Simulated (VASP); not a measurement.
Here is a VASP 6.6.1 calculation.

INCAR

```
PREC = Accurate ; ENCUT = 520
EDIFF = 1E-6 ; ISMEAR = 0
SIGMA = 0.1 ; LREAL = False
LASPH = True ; NELM = 100
ALGO = Fast ; ISIF = 2
LWAVE = False ; LCHARG = False
NBANDS = 25
```

KPOINTS

```
Automatic mesh
0
Gamma
  18 18 18
```

The input POSCAR:

```
Ta2W
1.0
    0.0000000000      2.3377311000      6.8871124000
    1.6250491000      0.0000000000      6.8871124000
    1.6250491000      2.3377311000      0.0000000000
Ta W
2 1
Direct
    0.1633750000      0.1633750000      0.8366250000
    0.8366250000      0.8366250000      0.1633750000
    0.5000000000      0.5000000000      0.5000000000
```

Potentials or basis: VASP PAW LDA potentials, release 64 (Ta_pv, W_sv).

The run is started by

```sh
$ cat potpaw_LDA.64/Ta_pv/POTCAR potpaw_LDA.64/W_sv/POTCAR > POTCAR
$ mpirun -np 1 vasp_std > vasp.out
```

Q: Estimate the band gap on the k mesh.

A: Zero (bands 18 and 19 overlap by 3.10 eV).

Q: Predict the largest force.

A: 0.075 eV/Å.

Q: Estimate the pressure.

A: -11.7 GPa.

Stress tensor (GPa, compression positive):
```
-11.70   0.00   0.00
  0.00 -11.43   0.00
  0.00   0.00 -11.85
```

Caveat: the cell stands under tension; spin-orbit coupling is left out, which moves the levels of the heavy elements.
